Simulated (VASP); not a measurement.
# Mg6HO6: single point with PBEsol

System: Mg6HO6, a slab with vacuum.

```
Mg O H
1.0
     5.96232    0.00000    0.00000
     2.98116    5.16352    0.00000
     0.00000    0.00000   19.08527
Mg O H
12 12 2
Direct
  0.00000 0.00000 0.05240
  0.00000 0.50001 0.05240
  0.50001 0.00000 0.05240
  0.49999 0.50001 0.05240
  0.66271 0.66863 0.18875
  0.64280 0.19520 0.19123
  0.18188 0.65260 0.19492
  0.15511 0.18834 0.19957
  0.33683 0.34068 0.33135
  0.31760 0.85715 0.32019
  0.79928 0.34488 0.33787
  0.85372 0.82537 0.30202
  0.33333 0.83333 0.11617
  0.33334 0.33334 0.11617
  0.83334 0.83333 0.11617
  0.83333 0.33334 0.11617
  0.98514 0.52046 0.24983
  0.01246 0.99959 0.24042
  0.48783 0.51054 0.25525
  0.49029 0.00778 0.24414
  0.67455 0.15317 0.36603
  0.63786 0.69660 0.37570
  0.13849 0.17839 0.36711
  0.23257 0.64053 0.40026
  0.04768 0.66759 0.40614
  0.54088 0.58346 0.40767
```

```json
{"Program": "VASP 6.6.1", "Task": "single point", "Functional": "PBEsol", "Potentials or basis": "VASP PAW PBE potentials, release 64 (Mg, O, H)", "Cutoff": "520 eV", "k mesh": "2 × 2 × 1", "Occupations": "fermi-dirac, width 0.02 eV", "Spin": "no spin polarisation"}
```

The largest force is 4.016 eV/Å and the band gap on the k mesh is zero (bands 49 and 50 overlap by 0.03 eV).

Forces in eV/Å, atoms in the order of the input:
```
Mg   0.040  0.018  1.810
Mg   0.015 -0.057  1.509
Mg  -0.057  0.043  1.624
Mg  -0.002  0.011  1.314
Mg  -0.195  0.508 -0.280
Mg   0.670 -1.171 -0.251
Mg  -0.153  1.074 -1.739
Mg  -0.031 -0.274 -1.426
Mg  -0.778 -0.533  0.463
Mg   0.287 -0.256  0.404
Mg   2.391  1.732 -1.670
Mg  -1.529  2.514  2.464
O    0.128 -0.390 -1.209
O    0.100  0.308 -0.344
O   -0.141 -0.101 -1.212
O   -0.162  0.393 -0.439
O    0.435 -0.679 -0.793
O   -1.502 -0.713  0.816
O    0.206 -0.121 -0.837
O    0.801 -0.346  0.046
O   -1.615 -2.980  0.453
O   -2.257 -2.384  1.609
O    1.306  0.295 -0.036
O   -2.560  0.506 -2.138
H    1.921 -0.136  1.061
H    2.682  2.738 -1.199
```

Levels at points of the mesh, in eV from the Fermi level:
```csv
k point,band 46,band 47,band 48,band 49,band 50,band 51,band 52,band 53
"(0.00, 0.00, 0.00)",-0.26,-0.14,-0.01,0.01,2.41,2.43,2.45,3.46
"(0.50, 0.00, 0.00)",-0.22,-0.14,-0.08,-0.03,-0.02,1.88,1.88,5.27
"(0.50, 0.50, 0.00)",-0.18,-0.16,-0.11,-0.04,-0.01,1.88,1.88,5.24
"(0.00, 0.50, 0.00)",-0.19,-0.12,-0.04,-0.03,0.01,1.87,1.89,4.98
```

Wall time 12 min on 1 thread of AMD EPYC 7R43 64-Core Processor (Zen 3), with other jobs on the host, peak memory 0.66 GiB.

Caveat: the k points lie up to 0.61 Å⁻¹ apart; the PAW data sets were made with another functional, which shifts forces and pressure a little.
